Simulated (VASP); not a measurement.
Here is a VASP 6.6.1 calculation.

Contents of INCAR:

```
SYSTEM = H
ALGO = Normal
EDIFF = 1E-8
ENCUT = 520
GGA = CA
IBRION = 8
ISIF = 2
ISMEAR = 0
LASPH = .True.
LCHARG = .False.
LEPSILON = .True.
LREAL = .False.
LWAVE = .False.
NBANDS = 8
NELM = 100
NSW = 1
PREC = Accurate
SIGMA = 0.01
```

The input KPOINTS:

```
k-points
0
Gamma
  12 12 12
  0 0 0
```

POSCAR

```
H
1.0
   -1.0583759495      1.0583759495      1.5127072180
    1.0583759495     -1.0583759495      1.5127072180
    1.0583759495      1.0583759495     -1.5127072180
H
2
Direct
    0.8741900755      0.8741900755      0.0000000000
    0.1258099245      0.1258099245      0.0000000000
```

Potentials or basis: VASP PAW LDA potentials, release 64 (H).

Launch:

```sh
$ cat potpaw_LDA.64/H/POTCAR > POTCAR
$ mpirun -np 1 vasp_std > vasp.out
```

(1) Estimate the electronic dielectric tensor (diagonal).

(2) Estimate the Born charges (mean of the diagonal).

(3) What does it give for the highest phonon frequency at Γ?

Answers

(1) 3.38, 3.38, 5.42.

(2) H +0.00 e.

(3) 4053 cm⁻¹.

Caveat: the cell wasn't relaxed at this level first, which shifts response properties.
